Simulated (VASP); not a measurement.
Input of a VASP 6.6.1 run:

The input INCAR:

```
ALGO = Normal
EDIFF = 1E-7
ENCUT = 520
GGA = PE
ISIF = 2
ISMEAR = 0
LASPH = True
LCHARG = True
LELF = True
LREAL = False
LVHAR = True
LWAVE = False
NBANDS = 26
NELM = 100
PREC = Accurate
SIGMA = 0.05
```

Contents of KPOINTS:

```
k-points
0
Gamma
  8 8 3
```

File POSCAR:

```
AlN
1.0
   -3.1302395629      0.0000000000      0.0000000000
   -1.5651197814     -2.7108669814      0.0000000000
   -0.3130239563      0.0000000000     10.0359593112
Al N
4 4
Direct
    0.2428718975      0.3333333333      0.9046143587
    0.2928718975      0.3333333333      0.4046143587
    0.6512052308      0.6666666667      0.1546143587
    0.6012052308      0.6666666667      0.6546143587
    0.3237947692      0.3333333333      0.0953856413
    0.2737947692      0.3333333333      0.5953856413
    0.6321281025      0.6666666667      0.3453856413
    0.5821281025      0.6666666667      0.8453856413
```

Potentials or basis: VASP PAW PBE potentials, release 64 (Al, N).

The run is started by

```bash
$ cat potpaw_PBE.64/Al/POTCAR potpaw_PBE.64/N/POTCAR > POTCAR
$ mpirun -np 1 vasp_std > vasp.out
```

Estimate the pressure.

-0.4 GPa.

Predict the band gap on the k mesh.

3.91 eV.

Predict the largest force.

0.587 eV/Å.

Forces in eV/Å, atoms in the order of the input:
```
Al  -0.564  0.052  0.082
Al   0.008  0.000 -0.012
Al   0.128 -0.047  0.114
Al  -0.027 -0.006 -0.017
N    0.567  0.054 -0.141
N   -0.001 -0.002  0.007
N    0.019  0.005  0.011
N   -0.131 -0.056 -0.044
```

Caveat: the cell differs from its parent crystal (the part above a cut slid along it).
